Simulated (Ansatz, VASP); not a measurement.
BP4 in VASP and in Ansatz

```
B P
1.0
     4.91007    0.00000    0.00000
    -2.45503    4.25224    0.00000
     0.00000    0.00000    3.83104
B P
1 4
Direct
  0.00000 0.00000 0.50000
  0.50000 0.00000 0.50000
  0.00000 0.50000 0.50000
  0.50000 0.50000 0.50000
  0.00000 0.00000 0.00000
```

Alike in both runs: task relaxation of cell and atoms; functional PBE; k mesh 12 × 12 × 10; occupations gaussian, width 0.1 eV; no spin polarisation.

```csv
,VASP,Ansatz
version,VASP 6.6.1,Ansatz 0.2.0
potentials or method,"VASP PAW PBE potentials, release 64 (B, P), cutoff 600 eV","scalar-relativistic, plane waves, PAW"
valence electrons in the cell,23,23
```

VASP gave:

```
gap on the k mesh at the Fermi level, each at its own relaxed structure (eV) : none
relaxed volume (Å³/atom)                                                     : 15.94
relaxed length of the cell vector where the two differ most in proportion (Å)              : 4.907
```

**Question.** Which values does Ansatz return?

**Answer.** gap on the k mesh at the Fermi level, each at its own relaxed structure (eV): none; relaxed volume (Å³/atom): 15.97; relaxed length of the cell vector where the two differ most in proportion (Å): 4.913.

A gap of «none» marks a metal or a gap that the smearing closes.
